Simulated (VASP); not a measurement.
Wanted: the native input for a VASP 6.6.1 run.

```yaml
Task: single point
Functional: PBE
Potentials_or_basis: VASP PAW PBE potentials, release 64 (Mg, Si, N)
Cutoff: 600 eV
k_mesh: 4 × 4 × 4
Occupations: gaussian, width 0.2 eV
Spin: no spin polarisation
Dipole_correction: no
Further_INCAR_settings: ALGO = Normal; EDIFF = 1e-06; NBANDS = 26
```

The structure of Mg2Si3N3 lies in POSCAR:

```
Mg2Si3N3
1.0
    3.2661714963      1.8857249914      3.1589533140
   -3.2661714963      1.8857249914      3.1589533140
    0.0000000000     -3.7714499864      3.1589533118
Mg Si N
2 3 3
Direct
    0.6327721399      0.6327721399      0.6327721399
    0.3672278601      0.3672278601      0.3672278601
    0.0000000000      0.0000000000      0.5000000000
    0.5000000000      0.0000000000      0.0000000000
    0.0000000000      0.5000000000      0.0000000000
    0.5000000000      0.5000000000      0.0000000000
    0.0000000000      0.5000000000      0.5000000000
    0.5000000000      0.0000000000      0.5000000000
```

One way to write it, as run:

INCAR

```
SYSTEM = Mg2Si3N3
PREC = Accurate
ENCUT = 600
EDIFF = 1E-6
ISMEAR = 0
SIGMA = 0.2
LREAL = .FALSE.
LASPH = .TRUE.
NELM = 120
ALGO = Normal
ISIF = 2
LWAVE = .FALSE.
LCHARG = .FALSE.
GGA = PE
NBANDS = 26
GGA_COMPAT = .FALSE.
```

KPOINTS

```
Automatic mesh
0
G
  4 4 4
  0 0 0
```

Potentials or basis: VASP PAW PBE potentials, release 64 (Mg, Si, N).

Run with:

```bash
$ cat potpaw_PBE.64/Mg/POTCAR potpaw_PBE.64/Si/POTCAR potpaw_PBE.64/N/POTCAR > POTCAR
$ mpirun -np 1 vasp_std > vasp.out
```

It gave:

| Property | Result |
| --- | --- |
| Pressure | 0.2 GPa |
| Largest force | 0.067 eV/Å |

Run time: 32 s on 1 thread of Intel(R) Xeon(R) Platinum 8559C (Emerald Rapids), on a shared host, peak memory 0.25 GiB.
